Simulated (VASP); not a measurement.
A run of VASP 6.6.1:

Contents of INCAR:

```
SYSTEM = P
ALGO = Normal
EDIFF = 1E-6
EDIFFG = -0.01
ENCUT = 600
GGA = PE
IBRION = 2
ISIF = 3
ISMEAR = 0
LASPH = .TRUE.
LCHARG = .FALSE.
LREAL = .FALSE.
LWAVE = .FALSE.
NELM = 100
NSW = 100
PREC = Accurate
SIGMA = 0.1
```

File KPOINTS:

```
k-points
0
G
  8 8 8
  0 0 0
```

File POSCAR:

```
P
1.0
    4.5905913171      0.0000000000      0.0000000000
    0.0000000000      4.5905913171      0.0000000000
    0.0000000000      0.0000000000      5.7511865205
P
6
Direct
    0.0000000000      0.0000000000      0.2500000000
    0.0000000000      0.0000000000      0.7500000000
    0.6733388560      0.1911513229      0.5000000000
    0.3266611440      0.8088486771      0.5000000000
    0.8088486771      0.6733388560      0.0000000000
    0.1911513229      0.3266611440      0.0000000000
```

Potentials or basis: VASP PAW PBE potentials, release 64 (P).

Launch:

```console
$ cat potpaw_PBE.64/P/POTCAR > POTCAR
$ mpirun -np 1 vasp_std > vasp.out
```

Hardware: 1 thread of Intel(R) Xeon(R) 6975P-C (Granite Rapids) (shared host).

**Question.** Estimate the wall time of this run.

**Answer.** Wall time 8.8 min on 1 thread of Intel(R) Xeon(R) 6975P-C (Granite Rapids) (shared host), peak memory 0.38 GiB. Counts: scf iterations 66, k points 90, ion steps 11.
